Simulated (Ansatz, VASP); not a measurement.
Two plane-wave programs on Ba3Ir

```
Ba Ir
1.0
    -2.83501    2.83501    4.15399
     2.83501   -2.83501    4.15399
     2.83501    2.83501   -4.15399
Ba Ir
3 1
Cartesian
  0.0000 0.0000 4.1540
  2.8350 0.0000 2.0770
  0.0000 2.8350 2.0770
  0.0000 0.0000 0.0000
```

Alike in both runs: functional PBE; k mesh 14 × 14 × 14; occupations gaussian, width 0.1 eV; no spin polarisation.

Ansatz relaxed the structure, and its values are those at the end. VASP's run is a single point on that final structure, the one shown.

```csv
,VASP,Ansatz
version,VASP 6.6.1,Ansatz 0.2.0
potentials or method,"VASP PAW PBE potentials, release 64 (Ba_sv, Ir), cutoff 520 eV","scalar-relativistic, plane waves, PAW"
valence electrons in the cell,39,47
```

Ansatz gave:

| Property | Result |
| --- | --- |
| gap on the k mesh at the Fermi level (eV) | none |
| pressure (GPa) | 0.0 |

Problem. Which values does VASP return?

Solution. gap on the k mesh at the Fermi level (eV): none; pressure (GPa): 0.9.

A gap of «none» marks a metal or a gap that the smearing closes. VASP's potentials hold 39 valence electrons a cell and Ansatz's 47, so a difference there can come from the potentials and not from the codes.

Neither program's run includes spin-orbit coupling.
